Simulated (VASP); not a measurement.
Here is a VASP 6.6.1 calculation.

Contents of INCAR:

```
SYSTEM = Sn3Te
PREC     = Accurate       ! precision mode
ENCUT    = 520            ! plane-wave cutoff, eV
EDIFF    = 1E-6           ! SCF threshold, eV
ISMEAR   = -1             ! smearing method
SIGMA    = 0.05           ! smearing width, eV
LREAL    = .False.        ! projectors in reciprocal space
LASPH    = .True.         ! aspherical terms in the spheres
NELM     = 100            ! most SCF steps
ALGO     = Normal         ! electronic algorithm
ISIF     = 2              ! what is computed and relaxed
LWAVE    = .False.        ! write WAVECAR
LCHARG   = .False.        ! write CHGCAR
NBANDS   = 32             ! bands
```

Contents of KPOINTS:

```
Automatic mesh
0
Gamma
  6 6 6
  0 0 0
```

Contents of POSCAR:

```
Sn3Te
1.0
    4.9610505803      0.0000000000      0.0000000000
    0.0000000000      4.9610505803      0.0000000000
    0.0000000000      0.0000000000      4.9610505803
Te Sn
1 3
Direct
    0.0000000000      0.0000000000      0.0000000000
    0.0000000000      0.5000000000      0.5000000000
    0.5000000000      0.0000000000      0.5000000000
    0.5000000000      0.5000000000      0.0000000000
```

Potentials or basis: VASP PAW LDA potentials, release 64 (Te, Sn_d).

Command:

```sh
$ cat potpaw_LDA.64/Te/POTCAR potpaw_LDA.64/Sn_d/POTCAR > POTCAR
$ mpirun -np 1 vasp_std > vasp.out
```

**Question.** Estimate the band gap on the k mesh.

**Answer.** Zero (band 24 reaches 9.29 eV, above the bottom of band 25 at 6.42 eV).

**Question.** Estimate the pressure.

**Answer.** -5.4 GPa.

Caveat: spin-orbit coupling is left out, which moves the levels of the heavy elements.
